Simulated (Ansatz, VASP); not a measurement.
# One calculation of CuO, two programs

File INCAR:

```
SYSTEM = CuO
ALGO = Normal
EDIFF = 1E-6
ENCUT = 820
GGA = PS
GGA_COMPAT = .FALSE.
ISIF = 2
ISMEAR = -1
LASPH = .TRUE.
LCHARG = .TRUE.
LELF = .TRUE.
LREAL = .FALSE.
LVHAR = .TRUE.
LWAVE = .FALSE.
NBANDS = 33
NELM = 120
PREC = Accurate
SIGMA = 0.05
```

File KPOINTS:

```
k-points
0
G
  9 9 5
  0 0 0
```

The input POSCAR:

```
CuO
1.0
    2.0300165018     -2.1957871937      0.0000000000
    2.0300165018      2.1957871937      0.0000000000
    0.0000000000      0.0000000000      5.2570503003
Cu O
2 2
Direct
    0.5000000000      0.0000000000      0.0000000000
    0.0000000000      0.5000000000      0.5000000000
    0.5000000000      0.5000000000      0.2500000000
    0.5000000000      0.5000000000      0.7500000000
```

Contents of input.yaml:

```yaml
crystal:
  lattice:
    - [2.0300165018, -2.1957871937, 0.0]
    - [2.0300165018, 2.1957871937, 0.0]
    - [0.0, 0.0, 5.2570503003]
  atoms:
    - { symbol: Cu, position: [0.5, 0.0, 0.0] }
    - { symbol: Cu, position: [0.0, 0.5, 0.5] }
    - { symbol: O, position: [0.5, 0.5, 0.25] }
    - { symbol: O, position: [0.5, 0.5, 0.75] }
hamiltonian:
  xc: pbesol
  pseudopotentials: { kind: paw }
kpoints:
  mp_grid: { grid: [9, 9, 5] }
scf:
  occupations: { method: fermi_dirac, width: 0.05 }
output:
  forces: true
  stress: true
  eigenvalues: true
```

Alike in both runs: task single point; functional PBEsol; k mesh 9 × 9 × 5; occupations fermi-dirac, width 0.05 eV; no spin polarisation.

|  | VASP | Ansatz |
| --- | --- | --- |
| version | VASP 6.6.1 | Ansatz 0.2.0 |
| potentials or method | VASP PAW PBE potentials, release 64 (Cu_sv_GW, O) | Ansatz PAW |
| plane-wave cutoff (eV) | 820 | 420 |
| valence electrons in the cell | 50 | 50 |

Ansatz gave:

| Quantity | Value |
| --- | --- |
| gap on the k mesh at the Fermi level (eV) | none |
| pressure (GPa) | -13.4 |
| traceless stress, the component that is largest in VASP (GPa) | -3.53 |

Estimate VASP's values.

gap on the k mesh at the Fermi level (eV): none; pressure (GPa): -14.1; traceless stress, the component that is largest in VASP (GPa): -3.51.

VASP's potentials were made for PBE, not for PBEsol. A gap of «none» marks a metal or a gap that the smearing closes.
